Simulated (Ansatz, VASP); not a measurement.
## Two plane-wave programs on HfO2

INCAR

```
SYSTEM = HfO2
PREC = Accurate
ENCUT = 520
EDIFF = 1E-6
ISMEAR = 0
SIGMA = 0.01
LREAL = .FALSE.
LASPH = .TRUE.
NELM = 80
ALGO = Normal
ISIF = 2
LWAVE = .FALSE.
LCHARG = .FALSE.
GGA = PE
NBANDS = 18
```

KPOINTS

```
Automatic mesh
0
G
  4 4 4
  0 0 0
```

The input POSCAR:

```
HfO2
1.0
   -0.0141400000      2.5798300000      2.5545800000
    2.6190300000     -0.0141600000      2.5546000000
    2.5705500000      2.5313700000      0.0343100000
Hf O
1 2
Direct
    0.9711572169      0.0263866292      0.0370554999
    0.2534700000      0.2413000000      0.2574000000
    0.7523100000      0.7520300000      0.6990200000
```

Input for Ansatz:

```yaml
crystal:
  lattice:
    - [-0.01414, 2.57983, 2.55458]
    - [2.61903, -0.01416, 2.5546]
    - [2.57055, 2.53137, 0.03431]
  atoms:
    - { symbol: Hf, position: [0.9711572169202561, 0.026386629216888603, 0.03705549992388581] }
    - { symbol: O, position: [0.25347, 0.2413, 0.2574] }
    - { symbol: O, position: [0.75231, 0.75203, 0.69902] }
basis:
  ecutwfc: 540.0
  xc_grid: 2
kpoints:
  mp_grid:
    grid: [4, 4, 4]
hamiltonian:
  xc: pbe
scf:
  convergence:
    dr2_threshold: 1.0e-09
  occupations:
    method: fixed
output:
  forces: true
  stress: true
```

Alike in both runs: task single point; functional PBE; k mesh 4 × 4 × 4; no spin polarisation.

```csv
,VASP,Ansatz
version,VASP 6.6.1,Ansatz 0.2.0
potentials or method,"VASP PAW PBE potentials, release 64 (Hf_pv, O), cutoff 520 eV","plane waves, PAW"
occupations,"gaussian, width 0.01 eV",fixed
valence electrons in the cell,22,38
```

Ansatz gave:

* pressure (GPa): 4.6
* traceless stress, the component that is largest in VASP (GPa): -7.43
* rms of the force components (eV/Å): 1.414

Question: Which values does VASP return?

Answer: Pressure (GPa): 1.4; traceless stress, the component that is largest in VASP (GPa): -7.08; rms of the force components (eV/Å): 1.388.

Atom by atom the forces differ by 0.030 eV/Å (rms over components). VASP's potentials hold 22 valence electrons a cell and Ansatz's 38, so a difference there can come from the potentials and not from the codes. Ansatz's warnings: stress scf threshold loose.

The k mesh is coarse, so the values compare programs but aren't converged. Spin-orbit coupling is off throughout.
